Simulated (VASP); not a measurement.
A run of VASP 6.6.1 is set up as follows.

Contents of INCAR:

```
SYSTEM = MnHg3
ALGO = Normal
EDIFF = 1E-6
ENCUT = 520
GGA = PE
ISIF = 2
ISMEAR = 0
ISPIN = 2
LASPH = .True.
LCHARG = .False.
LMAXMIX = 4
LORBIT = 11
LREAL = .False.
LWAVE = .False.
MAGMOM = 4 0 0 0
NBANDS = 36
NELM = 150
PREC = Accurate
SIGMA = 0.1
```

The input KPOINTS:

```
k-points
0
Gamma
  5 5 5
  0 0 0
```

Contents of POSCAR:

```
MnHg3
1.0
    4.4178500000      0.0000000000      0.0000000000
    0.0000000000      4.4178500000      0.0000000000
    0.0000000000      0.0000000000      4.4178500000
Mn Hg
1 3
Direct
    0.0000000000      0.0000000000      0.0000000000
    0.5000000000      0.0000000000      0.5000000000
    0.0000000000      0.5000000000      0.5000000000
    0.5000000000      0.5000000000      0.0000000000
```

Potentials or basis: VASP PAW PBE potentials, release 64 (Mn_pv, Hg).

Run with:

```bash
$ cat potpaw_PBE.64/Mn_pv/POTCAR potpaw_PBE.64/Hg/POTCAR > POTCAR
$ mpirun -np 1 vasp_std > vasp.out
```

Question: Predict the site moments.

Answer: Mn +4.08; Hg -0.01 μB.

Question: Estimate the net moment.

Answer: 4.24 μB per cell.

Question: Estimate the pressure.

Answer: 0.1 GPa.
